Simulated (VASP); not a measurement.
# H (I4/mmm) in VASP: further runs, part 2 of 2

VASP 6.6.1.

## (3) Single point, LDA

This run uses another cell than the first one, of 3.39 Å³/atom.

INCAR reads:

```
SYSTEM = H
ALGO = Normal
EDIFF = 1E-6
ENCUT = 500
GGA = CA
GGA_COMPAT = .FALSE.
ISIF = 2
ISMEAR = 0
LASPH = .TRUE.
LCHARG = .FALSE.
LREAL = .FALSE.
LWAVE = .FALSE.
NBANDS = 8
NELM = 120
PREC = Accurate
SIGMA = 0.01
```

KPOINTS reads:

```
k-points
0
G
  12 12 12
  0 0 0
```

POSCAR reads:

```
H
1.0
   -1.0583759495      1.0583759495      1.5127072180
    1.0583759495     -1.0583759495      1.5127072180
    1.0583759495      1.0583759495     -1.5127072180
H
2
Direct
    0.8741900755      0.8741900755      0.0000000000
    0.1258099245      0.1258099245      0.0000000000
```

Potentials or basis: VASP PAW LDA potentials, release 64 (H).

Run with:

```sh
$ cat potpaw_LDA.64/H/POTCAR > POTCAR
$ mpirun -np 1 vasp_std > vasp.out
```

OUTCAR:

```text
SYSTEM = H
   EDIFF = 1E-6
   ENCUT = 500
   GGA = CA
   ISIF = 2
   ISMEAR = 0
   LASPH = .TRUE.
   LREAL = .FALSE.
   NELM = 120
   PREC = Accurate

 ion  position               nearest neighbor table
   1  0.874  0.874  0.000-   2 0.76
   2  0.126  0.126  0.000-   1 0.76

  LATTYP: Found a body centered tetragonal cell.
 ALAT       =     2.1167518990
 C/A-ratio  =     1.4292721020

  Lattice vectors:

 A1 = (  -1.0583759495,   1.0583759495,   1.5127072180)
 A2 = (   1.0583759495,  -1.0583759495,   1.5127072180)
 A3 = (   1.0583759495,   1.0583759495,  -1.5127072180)

Analysis of symmetry for initial positions (statically):
=====================================================================
 Subroutine PRICEL returns:
 Original cell was already a primitive cell.

 Routine SETGRP: Setting up the symmetry group for a
 body centered tetragonal supercell.

 Subroutine GETGRP returns: Found 16 space group operations
 (whereof 16 operations were pure point group operations)
 out of a pool of 16 trial point group operations.

The static configuration has the point symmetry D_4h.

[... 156 lines left out ...]
  free energy    TOTEN  =        -6.42616218 eV

  energy without entropy =       -6.42616218  energy(sigma->0) =       -6.42616218

 E-fermi :  -0.7612     XC(G=0): -10.1980

 val. band max:       -0.8820105299   @ k =   0.5000   0.5000   0.4167
 cond. band min:       2.9579331266   @ k =   0.5000  -0.0000   0.0000
 fundamental gap:      3.8399436565
 Fermi energy:        -0.7612462914

 k-point     1 :       0.0000    0.0000    0.0000
  band No.  band energies     occupation
      1     -13.5759      2.00000
      2      25.9964      0.00000
      3      27.6478      0.00000
      4      39.6888      0.00000
      5      39.6888      0.00000
      6      40.1710      0.00000
      7      40.1710      0.00000
      8      43.2076      0.00000
[... 243 lines left out ...]
 k-point    24 :      -0.4167    0.1667   -0.0000
  band No.  band energies     occupation
      1      -6.9832      2.00000
      2       8.5312      0.00000
      3      21.0835      0.00000
      4      25.4613      0.00000
      5      29.4644      0.00000
      6      42.4255      0.00000
      7      44.2125      0.00000
      8      46.3624      0.00000

 [... further k-points ...]
[... 5 lines left out ...]
  --------------------------------------------------------------------------------------
  -------------------------------------------------------------------------------------
  Total        1.2321393      1.2321393      1.2381017      0.0000000      0.0000000      0.0000000
  in kB      291.2564854    291.2564854    292.6659001      0.0000000      0.0000000      0.0000000
  external PRESSURE =     291.7262903 kB  Pullay stress =       0.0000000 kB

 VOLUME and BASIS-vectors are now :
 -----------------------------------------------------------------------------
  energy-cutoff  :      500.00
  volume of cell :        6.78
      direct lattice vectors                 reciprocal lattice vectors
    -1.058375950  1.058375950  1.512707218     0.000000000  0.472421922  0.330533228
     1.058375950 -1.058375950  1.512707218     0.472421922  0.000000000  0.330533228
     1.058375950  1.058375950 -1.512707218     0.472421922  0.472421922  0.000000000

 POSITION                                       TOTAL-FORCE (eV/Angst)
 -----------------------------------------------------------------------------------
      0.00000      0.00000      2.64479         0.000000      0.000000     -0.019290
      0.00000      0.00000      0.38063        -0.000000     -0.000000      0.019290
 -----------------------------------------------------------------------------------
    total drift:                               -0.000000      0.000000      0.000000

  FREE ENERGIE OF THE ION-ELECTRON SYSTEM (eV)
  ---------------------------------------------------
  free  energy   TOTEN  =        -6.4261621795 eV

  energy  without entropy=       -6.4261621795  energy(sigma->0) =       -6.42616218
```

OSZICAR:

```text
N       E                     dE             d eps       ncg     rms          rms(c)
DAV:   1    -0.664477103106E+01   -0.66448E+01   -0.67882E+02  2832   0.189E+02
DAV:   2    -0.674117834218E+01   -0.96407E-01   -0.96407E-01  3632   0.633E+00
DAV:   3    -0.674122219863E+01   -0.43856E-04   -0.43856E-04  2872   0.126E-01
DAV:   4    -0.674122220117E+01   -0.25413E-08   -0.25413E-08  3952   0.925E-04
DAV:   5    -0.674122220117E+01   -0.14921E-12   -0.13899E-12  2840   0.296E-06    0.408E+00
DAV:   6    -0.652993238594E+01    0.21129E+00   -0.81304E-02  2808   0.102E+00    0.230E+00
DAV:   7    -0.642602337445E+01    0.10391E+00   -0.16565E-01  2872   0.151E+00    0.145E-01
DAV:   8    -0.642616871014E+01   -0.14534E-03   -0.34968E-04  2968   0.104E-01    0.448E-02
DAV:   9    -0.642616206590E+01    0.66442E-05   -0.33856E-05  3400   0.258E-02    0.353E-03
DAV:  10    -0.642616217953E+01   -0.11363E-06   -0.10035E-07  2184   0.233E-03
   1 F= -.64261622E+01 E0= -.64261622E+01  d E =-.600383E-68
```

Wall time 2.2 s (1 thread of Intel Xeon 6975P-C (Granite Rapids), shared host); peak memory 0.11 GiB.

What came out:

- Free energy: -6.4262 eV
- Pressure: 29.2 GPa
- Largest force: 0.019 eV/Å
- Band gap on the k mesh: 3.84 eV (least direct gap 4.33 eV)

Forces on the atoms (eV/Å):
```
H    0.000  0.000 -0.019
H    0.000  0.000  0.019
```

Levels at points of the mesh, in eV from the valence-band top:
```tsv
k point	band 1	band 2	band 3	band 4	band 5
(0.00, 0.00, 0.00)	-12.69	26.88	28.53	40.57	40.57
(0.50, 0.00, 0.00)	-4.28	3.84	28.61	29.10	35.30
(0.50, 0.50, 0.00)	-1.86	9.33	16.78	22.09	25.74
(0.50, 0.50, 0.50)	-0.03	4.30	18.58	24.58	24.58
```

Caveat: the cell stands under pressure.

## (4) Single point, LDA

This run uses another cell than the first one, of 3.81 Å³/atom.

INCAR reads:

```
SYSTEM = H
  ALGO = Normal
  EDIFF = 1E-6
  ENCUT = 500
  GGA = CA
  GGA_COMPAT = .False.
  ISIF = 2
  ISMEAR = 0
  LASPH = .True.
  LCHARG = .False.
  LREAL = .False.
  LWAVE = .False.
  NBANDS = 8
  NELM = 120
  PREC = Accurate
  SIGMA = 0.01
```

KPOINTS reads:

```
k-points
0
Gamma
  12 12 12
  0 0 0
```

POSCAR reads:

```
H
1.0
   -1.1021085528      1.1021085528      1.5690424433
    1.1021085528     -1.1021085528      1.5690424433
    1.1021085528      1.1021085528     -1.5690424433
H
2
Direct
    0.8782985272      0.8782985272      0.0000000000
    0.1217014728      0.1217014728      0.0000000000
```

Run with:

```sh
$ cat potpaw_LDA.64/H/POTCAR > POTCAR
$ mpirun -np 1 vasp_std > vasp.out
```

Run time: 2.6 s. Hardware: 1 thread of Intel Xeon 6975P-C (Granite Rapids), shared host; peak memory 0.1 GiB.

It converged, with:

- Free energy: -6.5557 eV
- Pressure: 19.3 GPa
- Largest force: 0.018 eV/Å
- Band gap on the k mesh: 4.48 eV (least direct gap 4.94 eV)

Forces on the atoms (eV/Å):
```
H    0.000  0.000 -0.018
H    0.000  0.000  0.018
```

Stress tensor (GPa, compression positive):
```
19.24  0.00  0.00
 0.00 19.24  0.00
 0.00  0.00 19.38
```

Levels at points of the mesh, in eV from the valence-band top:
| k point | band 1 | band 2 | band 3 | band 4 | band 5 |
| --- | --- | --- | --- | --- | --- |
| (0.00, 0.00, 0.00) | -11.20 | 25.44 | 26.27 | 38.21 | 38.21 |
| (0.50, 0.00, 0.00) | -3.73 | 4.48 | 27.13 | 27.31 | 33.32 |
| (0.50, 0.50, 0.00) | -1.63 | 9.51 | 16.31 | 21.19 | 24.67 |
| (0.50, 0.50, 0.50) | -0.01 | 4.93 | 18.06 | 23.51 | 23.51 |

Caveat: the cell stands under pressure.

## (5) Single point, LDA

This run uses another cell than the first one, of 11.78 Å³/atom.

INCAR reads:

```
ALGO = Normal
EDIFF = 1E-6
ENCUT = 500
GGA_COMPAT = False
ISIF = 2
ISMEAR = 0
LASPH = True
LCHARG = False
LREAL = False
LWAVE = False
NBANDS = 8
NELM = 120
PREC = Accurate
SIGMA = 0.1
```

KPOINTS reads:

```
k-points
0
Gamma
  8 8 8
```

POSCAR reads:

```
H
1.0
   -1.6915344700      1.6915344700      2.0584739900
    1.6915344700     -1.6915344700      2.0584739900
    1.6915344700      1.6915344700     -2.0584739900
H
2
Direct
    0.9098622900      0.9098622900      0.0000000000
    0.0901377100      0.0901377100      0.0000000000
```

Potentials or basis: VASP PAW LDA potentials, release 64 (H).

Run with:

```sh
$ cat potpaw_LDA.64/H/POTCAR > POTCAR
$ mpirun -np 1 vasp_std > vasp.out
```

OUTCAR:

```text
EDIFF = 1E-6
   ENCUT = 500
   ISIF = 2
   ISMEAR = 0
   LASPH = True
   LREAL = False
   NELM = 120
   PREC = Accurate

 ion  position               nearest neighbor table
   1  0.910  0.910  0.000-   2 0.74
   2  0.090  0.090  0.000-   1 0.74

  LATTYP: Found a body centered tetragonal cell.
 ALAT       =     3.3830689400
 C/A-ratio  =     1.2169270130

  Lattice vectors:

 A1 = (  -1.6915344700,   1.6915344700,   2.0584739900)
 A2 = (   1.6915344700,  -1.6915344700,   2.0584739900)
 A3 = (   1.6915344700,   1.6915344700,  -2.0584739900)

Analysis of symmetry for initial positions (statically):
=====================================================================
 Subroutine PRICEL returns:
 Original cell was already a primitive cell.

 Routine SETGRP: Setting up the symmetry group for a
 body centered tetragonal supercell.

 Subroutine GETGRP returns: Found 16 space group operations
 (whereof 16 operations were pure point group operations)
 out of a pool of 16 trial point group operations.

The static configuration has the point symmetry D_4h.

[... 157 lines left out ...]

  energy without entropy =       -6.76481950  energy(sigma->0) =       -6.76481950

 E-fermi :  -7.6423     XC(G=0):  -5.9062

 val. band max:       -8.0319156843   @ k =   0.5000   0.5000   0.5000
 cond. band min:       0.2665263296   @ k =   0.5000   0.0000   0.0000
 fundamental gap:      8.2984420139
 Fermi energy:        -7.6423352439

 k-point     1 :       0.0000    0.0000    0.0000
  band No.  band energies     occupation
      1     -10.6017      2.00000
      2       5.0436      0.00000
      3       8.9175      0.00000
      4      15.0658      0.00000
      5      15.0658      0.00000
      6      16.8983      0.00000
      7      16.8983      0.00000
      8      18.3229      0.00000
[... 243 lines left out ...]
 k-point    24 :       0.3750    0.1250    0.1250
  band No.  band energies     occupation
      1      -8.7305      2.00000
      2       1.0329      0.00000
      3       5.6230      0.00000
      4       7.2702      0.00000
      5      14.7977      0.00000
      6      14.8666      0.00000
      7      19.7157      0.00000
      8      21.7434      0.00000

 [... further k-points ...]
[... 5 lines left out ...]
  --------------------------------------------------------------------------------------
  -------------------------------------------------------------------------------------
  Total       -0.1400791     -0.1400791      0.5828770      0.0000000      0.0000000      0.0000000
  in kB       -9.5261352     -9.5261352     39.6387922      0.0000000      0.0000000      0.0000000
  external PRESSURE =       6.8621739 kB  Pullay stress =       0.0000000 kB

 VOLUME and BASIS-vectors are now :
 -----------------------------------------------------------------------------
  energy-cutoff  :      500.00
  volume of cell :       23.56
      direct lattice vectors                 reciprocal lattice vectors
    -1.691534470  1.691534470  2.058473990     0.000000000  0.295589602  0.242898381
     1.691534470 -1.691534470  2.058473990     0.295589602  0.000000000  0.242898381
     1.691534470  1.691534470 -2.058473990     0.295589602  0.295589602  0.000000000

 POSITION                                       TOTAL-FORCE (eV/Angst)
 -----------------------------------------------------------------------------------
      0.00000      0.00000      3.74586        -0.000000     -0.000000     -0.973431
      0.00000      0.00000      0.37109         0.000000      0.000000      0.973431
 -----------------------------------------------------------------------------------
    total drift:                               -0.000000      0.000000      0.000000

  FREE ENERGIE OF THE ION-ELECTRON SYSTEM (eV)
  ---------------------------------------------------
  free  energy   TOTEN  =        -6.7648195019 eV

  energy  without entropy=       -6.7648195018  energy(sigma->0) =       -6.76481950
```

OSZICAR:

```text
N       E                     dE             d eps       ncg     rms          rms(c)
DAV:   1    -0.716160372038E+01   -0.71616E+01   -0.47027E+02   952   0.159E+02
DAV:   2    -0.741016049648E+01   -0.24856E+00   -0.24856E+00  1304   0.892E+00
DAV:   3    -0.741043023498E+01   -0.26974E-03   -0.26974E-03  1120   0.276E-01
DAV:   4    -0.741043056362E+01   -0.32864E-06   -0.32864E-06  1400   0.951E-03
DAV:   5    -0.741043056380E+01   -0.18578E-09   -0.18579E-09  1152   0.125E-04    0.454E+00
DAV:   6    -0.695515028828E+01    0.45528E+00   -0.29044E-01   968   0.161E+00    0.241E+00
DAV:   7    -0.676316300039E+01    0.19199E+00   -0.49230E-01  1040   0.219E+00    0.269E-01
DAV:   8    -0.676528564423E+01   -0.21226E-02   -0.42120E-03   976   0.206E-01    0.120E-01
DAV:   9    -0.676481622005E+01    0.46942E-03   -0.10939E-03  1232   0.102E-01    0.121E-02
DAV:  10    -0.676481845225E+01   -0.22322E-05   -0.96167E-06  1064   0.170E-02    0.248E-03
DAV:  11    -0.676481949056E+01   -0.10383E-05   -0.80623E-07  1208   0.351E-03    0.234E-04
DAV:  12    -0.676481950185E+01   -0.11291E-07   -0.39214E-09   544   0.300E-04
   1 F= -.67648195E+01 E0= -.67648195E+01  d E =-.282829E-10
```

It took 3 s on 1 thread of Intel Xeon 6975P-C (Granite Rapids), shared host; peak memory 0.12 GiB.

Results:

- Free energy: -6.7648 eV
- Pressure: 0.7 GPa
- Largest force: 0.973 eV/Å
- Band gap on the k mesh: 8.30 eV (least direct gap 9.17 eV)

Forces in eV/Å, atoms in the order of the input:
```
H    0.000  0.000 -0.973
H    0.000  0.000  0.973
```

Levels at points of the mesh, in eV from the valence-band top:
| k point | band 1 | band 2 | band 3 | band 4 | band 5 | band 6 |
| --- | --- | --- | --- | --- | --- | --- |
| (0.00, 0.00, 0.00) | -2.57 | 13.08 | 16.95 | 23.10 | 23.10 | 24.93 |
| (0.50, 0.00, 0.00) | -0.87 | 8.30 | 16.27 | 18.46 | 19.82 | 22.47 |
| (0.50, 0.50, 0.00) | -0.64 | 9.99 | 13.76 | 15.52 | 18.40 | 19.18 |
| (0.50, 0.50, 0.50) | 0.00 | 9.67 | 14.77 | 15.54 | 15.54 | 17.63 |

A k mesh can miss the band edges.

## (6) Single point, LDA

This run uses another cell than the first one, of 4.36 Å³/atom.

INCAR reads:

```
SYSTEM = H
ALGO = Normal
EDIFF = 1E-6
ENCUT = 500
GGA = CA
GGA_COMPAT = .FALSE.
ISIF = 2
ISMEAR = 0
LASPH = .TRUE.
LCHARG = .TRUE.
LELF = .TRUE.
LREAL = .FALSE.
LVHAR = .TRUE.
LWAVE = .FALSE.
NBANDS = 8
NELM = 120
PREC = Accurate
SIGMA = 0.01
```

KPOINTS reads:

```
k-points
0
G
  12 12 12
  0 0 0
```

POSCAR reads:

```
H
1.0
   -1.1546394949      1.1546394949      1.6361079650
    1.1546394949     -1.1546394949      1.6361079650
    1.1546394949      1.1546394949     -1.6361079650
H
2
Direct
    0.8829159079      0.8829159079      0.0000000000
    0.1170840921      0.1170840921      0.0000000000
```

Potentials or basis: VASP PAW LDA potentials, release 64 (H).

Run with:

```sh
$ cat potpaw_LDA.64/H/POTCAR > POTCAR
$ mpirun -np 1 vasp_std > vasp.out
```

OUTCAR:

```text
SYSTEM = H
   EDIFF = 1E-6
   ENCUT = 500
   GGA = CA
   ISIF = 2
   ISMEAR = 0
   LASPH = .TRUE.
   LREAL = .FALSE.
   NELM = 120
   PREC = Accurate

 ion  position               nearest neighbor table
   1  0.883  0.883  0.000-   2 0.77
   2  0.117  0.117  0.000-   1 0.77

  LATTYP: Found a body centered tetragonal cell.
 ALAT       =     2.3092789898
 C/A-ratio  =     1.4169859703

  Lattice vectors:

 A1 = (  -1.1546394949,   1.1546394949,   1.6361079650)
 A2 = (   1.1546394949,  -1.1546394949,   1.6361079650)
[... 440 lines left out ...]
      2       6.3835      0.00000
      3      16.6899      0.00000
      4      20.8204      0.00000
      5      24.4741      0.00000
      6      35.1954      0.00000
      7      36.3396      0.00000
      8      38.6752      0.00000

 [... further k-points ...]
[... 5 lines left out ...]
  --------------------------------------------------------------------------------------
  -------------------------------------------------------------------------------------
  Total        0.6190809      0.6190809      0.6255179      0.0000000      0.0000000      0.0000000
  in kB      113.6824054    113.6824054    114.8644270      0.0000000      0.0000000      0.0000000
  external PRESSURE =     114.0764126 kB  Pullay stress =       0.0000000 kB

 VOLUME and BASIS-vectors are now :
 -----------------------------------------------------------------------------
  energy-cutoff  :      500.00
  volume of cell :        8.72
      direct lattice vectors                 reciprocal lattice vectors
    -1.154639495  1.154639495  1.636107965     0.000000000  0.433035594  0.305603304
     1.154639495 -1.154639495  1.636107965     0.433035594  0.000000000  0.305603304
     1.154639495  1.154639495 -1.636107965     0.433035594  0.433035594  0.000000000

 POSITION                                       TOTAL-FORCE (eV/Angst)
 -----------------------------------------------------------------------------------
      0.00000      0.00000      2.88909         0.000000      0.000000     -0.017895
      0.00000      0.00000      0.38312        -0.000000     -0.000000      0.017895
 -----------------------------------------------------------------------------------
    total drift:                               -0.000000     -0.000000      0.000000

  FREE ENERGIE OF THE ION-ELECTRON SYSTEM (eV)
  ---------------------------------------------------
  free  energy   TOTEN  =        -6.6631269166 eV

  energy  without entropy=       -6.6631269166  energy(sigma->0) =       -6.66312692
```

OSZICAR:

```text
N       E                     dE             d eps       ncg     rms          rms(c)
DAV:   1    -0.690963741082E+01   -0.69096E+01   -0.63634E+02  2736   0.183E+02
DAV:   2    -0.703263059595E+01   -0.12299E+00   -0.12299E+00  3592   0.691E+00
DAV:   3    -0.703269463510E+01   -0.64039E-04   -0.64039E-04  2888   0.155E-01
DAV:   4    -0.703269464333E+01   -0.82236E-08   -0.82551E-08  3920   0.173E-03
DAV:   5    -0.703269464332E+01    0.10004E-10   -0.45066E-12  2984   0.689E-06    0.409E+00
DAV:   6    -0.678111973087E+01    0.25157E+00   -0.11357E-01  2752   0.114E+00    0.228E+00
DAV:   7    -0.666289031283E+01    0.11823E+00   -0.21482E-01  2840   0.164E+00    0.162E-01
DAV:   8    -0.666315331495E+01   -0.26300E-03   -0.55897E-04  2936   0.119E-01    0.474E-02
DAV:   9    -0.666312685762E+01    0.26457E-04   -0.69536E-05  3424   0.330E-02    0.417E-03
DAV:  10    -0.666312691663E+01   -0.59019E-07   -0.28957E-07  2424   0.378E-03
   1 F= -.66631269E+01 E0= -.66631269E+01  d E =-.719520E-76
```

It took 4 s on 1 thread of Intel Xeon 6975P-C (Granite Rapids), shared host; peak memory 0.11 GiB.

What came out:

| Quantity | Value |
| --- | --- |
| Free energy | -6.6631 eV |
| Pressure | 11.4 GPa |
| Largest force | 0.018 eV/Å |
| Band gap on the k mesh | 5.15 eV (least direct gap 5.58 eV) |

Forces in eV/Å, atoms in the order of the input:
```
H    0.000  0.000 -0.018
H    0.000  0.000  0.018
```

Stress tensor (GPa, compression positive):
```
11.37  0.00  0.00
 0.00 11.37  0.00
 0.00  0.00 11.49
```

Levels at points of the mesh, in eV from the valence-band top:
```
           k point  band 1  band 2  band 3  band 4  band 5  band 6
(0.00, 0.00, 0.00)   -9.64   23.92   23.94   35.73   35.73   36.67
(0.50, 0.00, 0.00)   -3.17    5.15   25.44   25.59   31.24   33.98
(0.50, 0.50, 0.00)   -1.39    9.69   15.81   20.24   23.55   23.86
(0.50, 0.50, 0.50)    0.00    5.58   17.53   22.37   22.37   25.26
```

Caveat: the cell stands under pressure.

## (7) Summary

```csv
cell,k mesh,smearing,gap on the mesh (eV),pressure (GPa),largest force (eV/Å)
"a = 2.067 Å, angles 120.4, 120.4, 89.2°, 2 atoms, atomic positions A",12 × 12 × 12,gaussian 0.01 eV,3.31,39.1,0.02
"a = 2.128 Å, angles 120.4, 120.4, 89.4°, 2 atoms, atomic positions B",12 × 12 × 12,gaussian 0.01 eV,3.84,29.2,0.02
"a = 2.212 Å, angles 120.2, 120.2, 89.6°, 2 atoms, atomic positions C",12 × 12 × 12,gaussian 0.01 eV,4.48,19.3,0.02
"a = 3.156 Å, angles 115.2, 115.2, 98.6°, 2 atoms, atomic positions D",8 × 8 × 8,gaussian 0.1 eV,8.30,0.7,0.97
"a = 2.312 Å, angles 120.1, 120.1, 89.9°, 2 atoms, atomic positions E",12 × 12 × 12,gaussian 0.01 eV,5.15,11.4,0.02
```

Alike in all rows: task single point; level LDA; potentials or basis VASP PAW LDA potentials, release 64 (H); no spin polarisation; cutoff (eV) 500.

Caveats: the cell stands under pressure (at least some runs).

Absolute energies hang on the potentials; compare differences alone.
